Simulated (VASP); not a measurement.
# MnAs (P6_3/mmc) in VASP: a series of runs

Aim: see how the results for MnAs move with the level of theory and the settings. Levels: PBEsol, LDA. Tasks: single point.

Program: VASP 6.6.1. These are calculated values, not measurements. Logs are shortened: lines on timing, memory, paths and dates and some standing lists are left out, and cuts for length are marked.

### Step 1. The cell of the first run

It takes space group P6_3/mmc (No. 194, hexagonal). Conventional cell: a = 3.568 Å, b = 3.568 Å, c = 5.344 Å, α = 90.00°, β = 90.00°, γ = 120.00°. Within 3.2 Å of As (site symmetry -6m2) lie 6 Mn at 2.46 Å. Mn (site symmetry -3m) has 6 As at 2.46 Å and 2 Mn at 2.67 Å within 3.2 Å.

### Step 2. Single point, PBEsol, collinear spin, ferromagnetic start

INCAR reads:

```
SYSTEM = MnAs
ALGO = Normal ; EDIFF = 1E-6
ENCUT = 520 ; GGA = PS
ISIF = 2 ; ISMEAR = -1
ISPIN = 2 ; LASPH = .TRUE.
LCHARG = .FALSE. ; LMAXMIX = 4
LORBIT = 11 ; LREAL = .FALSE.
LWAVE = .FALSE. ; MAGMOM = 0 0 4 4
NBANDS = 30 ; NELM = 150
PREC = Accurate ; SIGMA = 0.05
```

KPOINTS reads:

```
k-points
0
G
  8 8 5
  0 0 0
```

POSCAR reads:

```
MnAs
1.0
    3.5676516976      0.0000000000      0.0000000000
   -1.7838258488      3.0896770020      0.0000000000
    0.0000000000      0.0000000000      5.3438602500
As Mn
2 2
Direct
    0.6666666667      0.3333333333      0.7500000000
    0.3333333333      0.6666666667      0.2500000000
    0.0000000000      0.0000000000      0.5000000000
    0.0000000000      0.0000000000      0.0000000000
```

Potentials or basis: VASP PAW PBE potentials, release 64 (As, Mn_pv).

Launch:

```console
$ cat potpaw_PBE.64/As/POTCAR potpaw_PBE.64/Mn_pv/POTCAR > POTCAR
$ mpirun -np 1 vasp_std > vasp.out
```

OUTCAR:

```text
SYSTEM = MnAs
   EDIFF = 1E-6
   ENCUT = 520
   GGA = PS
   ISIF = 2
   ISMEAR = -1
   ISPIN = 2
   LASPH = .TRUE.
   LORBIT = 11
   LREAL = .FALSE.
   NELM = 150
   PREC = Accurate

 ion  position               nearest neighbor table
   1  0.667  0.333  0.750-   3 2.46   4 2.46   3 2.46   4 2.46   3 2.46   4 2.46
   2  0.333  0.667  0.250-   3 2.46   4 2.46   3 2.46   4 2.46   3 2.46   4 2.46
   3  0.000  0.000  0.500-   1 2.46   2 2.46   1 2.46   2 2.46   1 2.46   2 2.46   4 2.67   4 2.67

   4  0.000  0.000  0.000-   1 2.46   2 2.46   1 2.46   2 2.46   1 2.46   2 2.46   3 2.67   3 2.67

  LATTYP: Found a hexagonal cell.
 ALAT       =     3.5676516976
 C/A-ratio  =     1.4978648991

  Lattice vectors:

 A1 = (   3.5676516976,   0.0000000000,   0.0000000000)
 A2 = (  -1.7838258488,   3.0896770020,   0.0000000000)
 A3 = (   0.0000000000,   0.0000000000,   5.3438602500)

Analysis of symmetry for initial positions (statically):
=====================================================================
 Subroutine PRICEL returns:
 Original cell was already a primitive cell.

 Routine SETGRP: Setting up the symmetry group for a
 hexagonal supercell.

 Subroutine GETGRP returns: Found 24 space group operations
 (whereof 12 operations were pure point group operations)
 out of a pool of 24 trial point group operations.

The static configuration has the point symmetry D_3d.
 The point group associated with its full space group is D_6h.

Analysis of symmetry for dynamics (positions and initial velocities):
=====================================================================
 Subroutine PRICEL returns:
 Original cell was already a primitive cell.

 Routine SETGRP: Setting up the symmetry group for a
 hexagonal supercell.

 Subroutine GETGRP returns: Found 24 space group operations
 (whereof 12 operations were pure point group operations)
 out of a pool of 24 trial point group operations.

The dynamic configuration has the point symmetry D_3d.
 The point group associated with its full space group is D_6h.

Analysis of structural, dynamic, and magnetic symmetry:
=====================================================================
 Subroutine PRICEL returns:
 Original cell was already a primitive cell.

 Routine SETGRP: Setting up the symmetry group for a
 hexagonal supercell.

 Subroutine GETGRP returns: Found 24 space group operations
 (whereof 12 operations were pure point group operations)
 out of a pool of 24 trial point group operations.

The overall configuration has the point symmetry D_3d.
 The point group associated with its full space group is D_6h.

 Subroutine INISYM returns: Found 24 space group operations
 (whereof 12 operations are pure point group operations),
[... 129 lines left out ...]
   LEPSILON=     F    determine dielectric tensor
   LRPA    =     F    only Hartree local field effects (RPA)
 spin polarized calculation
  energy-cutoff  :      520.00
  volume of cell :       58.90
 maximum number of plane-waves:      1616
 NGX is ok and might be reduce to    28
   NGX = 13   NGY = 13   NGZ = 19

 number of electron      36.0000037 magnetization       4.8317915

 Free energy of the ion-electron system (eV)
  ---------------------------------------------------
  ext. energy  EPLUGINS =         0.00000000
  ---------------------------------------------------
  free energy    TOTEN  =       -30.54259268 eV

  energy without entropy =      -30.51840851  energy(sigma->0) =      -30.53050060

 E-fermi :   8.1553     XC(G=0): -12.0135

 val. band max:        8.1219305638   @ k =   0.1250   0.1250   0.2000
 cond. band min:       8.1590454937   @ k =   0.2500   0.0000   0.4000
 fundamental gap:      0.0371149300
 Fermi energy:         8.1553239945

 spin component 1

 k-point     1 :       0.0000    0.0000    0.0000
  band No.  band energies     occupation
      1     -41.1366      1.00000
      2     -41.1366      1.00000
      3     -41.1161      1.00000
      4     -41.1161      1.00000
      5     -41.0246      1.00000
      6     -40.8272      1.00000
[... 781 lines left out ...]
     29      18.2110      0.00000
     30      20.2654      0.00000

 [... further k-points ...]

 spin component 2

 k-point     1 :       0.0000    0.0000    0.0000
  band No.  band energies     occupation
      1     -38.6174      1.00000
      2     -38.5016      1.00000
      3     -38.5016      1.00000
      4     -38.4781      1.00000
      5     -38.4781      1.00000
      6     -38.3970      1.00000
[... 781 lines left out ...]
     29      18.6649      0.00000
     30      20.6845      0.00000

 [... further k-points ...]

------------------------ aborting loop because EDIFF is reached ----------------------------------------

  FORCE on cell =-STRESS in cart. coord.  units (eV):
  Direction    XX          YY          ZZ          XY          YZ          ZX
  --------------------------------------------------------------------------------------
  -------------------------------------------------------------------------------------
  Total        0.1442024      0.1442024      0.1242784      0.0000000     -0.0000000     -0.0000000
  in kB        3.9222245      3.9222245      3.3803024      0.0000000     -0.0000000     -0.0000000
  external PRESSURE =       3.7415838 kB  Pullay stress =       0.0000000 kB

 VOLUME and BASIS-vectors are now :
 -----------------------------------------------------------------------------
  energy-cutoff  :      520.00
  volume of cell :       58.90
      direct lattice vectors                 reciprocal lattice vectors
     3.567651698  0.000000000  0.000000000     0.280296420  0.161829214  0.000000000
    -1.783825849  3.089677002  0.000000000     0.000000000  0.323658428  0.000000000
     0.000000000  0.000000000  5.343860250     0.000000000  0.000000000  0.187130642

 POSITION                                       TOTAL-FORCE (eV/Angst)
 -----------------------------------------------------------------------------------
      1.78383      1.02989      4.00790         0.000000      0.000000      0.000000
     -0.00000      2.05978      1.33597         0.000000     -0.000000      0.000000
      0.00000      0.00000      2.67193         0.000000      0.000000      0.000000
      0.00000      0.00000      0.00000        -0.000000      0.000000      0.000000
 -----------------------------------------------------------------------------------
    total drift:                               -0.000000      0.000000     -0.000000

  FREE ENERGIE OF THE ION-ELECTRON SYSTEM (eV)
  ---------------------------------------------------
  free  energy   TOTEN  =       -30.5425926828 eV

  energy  without entropy=      -30.5184085123  energy(sigma->0) =      -30.53050060

 total charge

# of ion       s       p       d       tot
------------------------------------------
    1        1.211   1.563   0.080   2.853
    2        1.211   1.563   0.080   2.853
    3        0.313   6.308   5.201  11.821
    4        0.313   6.308   5.201  11.821
--------------------------------------------------
tot          3.047  15.741  10.560  29.349

 magnetization (x)

# of ion       s       p       d       tot
------------------------------------------
    1       -0.004  -0.095   0.006  -0.092
    2       -0.004  -0.095   0.006  -0.092
    3        0.026   0.023   2.416   2.464
    4        0.026   0.023   2.416   2.464
--------------------------------------------------
tot          0.044  -0.144   4.844   4.744
```

Wall time 55 s (1 thread of Intel Xeon Platinum 8488C (Sapphire Rapids), shared host); peak memory 0.24 GiB.

Results:

* Free energy: -30.5426 eV
* Pressure: 0.4 GPa
* Net moment: 4.83 μB per cell
* Site moments: As -0.09; Mn +2.46 μB
* Valence electrons inside the program's atomic spheres: As 2.85; Mn 11.82

Levels at points of the mesh, in eV from the Fermi level:
Spin up:
| k point | band 17 | band 18 | band 19 | band 20 | band 21 | band 22 | band 23 | band 24 |
| --- | --- | --- | --- | --- | --- | --- | --- | --- |
| (0.00, 0.00, 0.00) | -1.28 | -1.28 | 0.46 | 0.77 | 0.77 | 2.10 | 3.74 | 3.74 |
| (0.50, 0.00, 0.00) | -1.75 | -1.75 | -1.64 | -1.33 | -1.10 | 0.35 | 1.97 | 4.16 |
Spin down:
```
           k point  band 12  band 13  band 14  band 15  band 16  band 17  band 18  band 19  band 20  band 21
(0.00, 0.00, 0.00)    -1.81    -0.73    -0.73    -0.38    -0.38     0.80     0.80     1.08     1.08     2.03
(0.50, 0.00, 0.00)    -3.62    -3.29    -2.27    -2.01     0.41     0.42     0.47     0.54     1.18     1.20
```

Caveat: the PAW data sets were made with another functional, which shifts forces and pressure a little; the run started ferromagnetic, and an antiferromagnetic order may lie lower in energy.

### Step 3. Single point, LDA, non-collinear spin, typed start, spin-orbit coupling

This run uses another cell than the first one, of 16.96 Å³/atom.

INCAR reads:

```
SYSTEM = MnAs
PREC = Accurate
ENCUT = 520
EDIFF = 1E-6
ISMEAR = -1
SIGMA = 0.05
LREAL = .False.
LASPH = .True.
NELM = 150
ALGO = Normal
ISIF = 2
LWAVE = .False.
LCHARG = .False.
MAGMOM = 0 0 0 0 0 0 2.309 2.309 2.309 2.309 2.309 2.309
LORBIT = 11
LSORBIT = .True.
GGA_COMPAT = .False.
LORBMOM = .True.
LMAXMIX = 4
GGA = CA
NBANDS = 50
```

KPOINTS reads:

```
regular mesh
0
Gamma
  6 6 4
  0 0 0
```

POSCAR reads:

```
MnAs
1.0
    3.7100000000      0.0000000000      0.0000000000
   -1.8550000000      3.2129542480      0.0000000000
    0.0000000000      0.0000000000      5.6910000000
As Mn
2 2
Direct
    0.6666666667      0.3333333333      0.7500000000
    0.3333333333      0.6666666667      0.2500000000
    0.0000000000      0.0000000000      0.5000000000
    0.0000000000      0.0000000000      0.0000000000
```

Potentials or basis: VASP PAW LDA potentials, release 64 (As, Mn_pv).

Launch:

```console
$ cat potpaw_LDA.64/As/POTCAR potpaw_LDA.64/Mn_pv/POTCAR > POTCAR
$ mpirun -np 1 vasp_ncl > vasp.out
```

Wall time 5.9 min (1 thread of Intel Xeon Platinum 8488C (Sapphire Rapids), shared host); peak memory 0.47 GiB.

It converged, with:

* Free energy: -31.0482 eV
* Pressure: -14.4 GPa
* Net moment: 5.86 μB per cell
* Valence electrons inside the program's atomic spheres: As 2.78; Mn 11.61

Stress tensor (GPa, compression positive):
```
-13.56   0.00   0.00
  0.00 -13.56   0.00
  0.00   0.00 -15.97
```

Moments on the atoms (μB; x, y, z):
```
As  -0.06 -0.06 -0.06
As  -0.06 -0.06 -0.06
Mn   1.70  1.70  1.70
Mn   1.70  1.70  1.70
```

Caveat: the cell stands under tension.
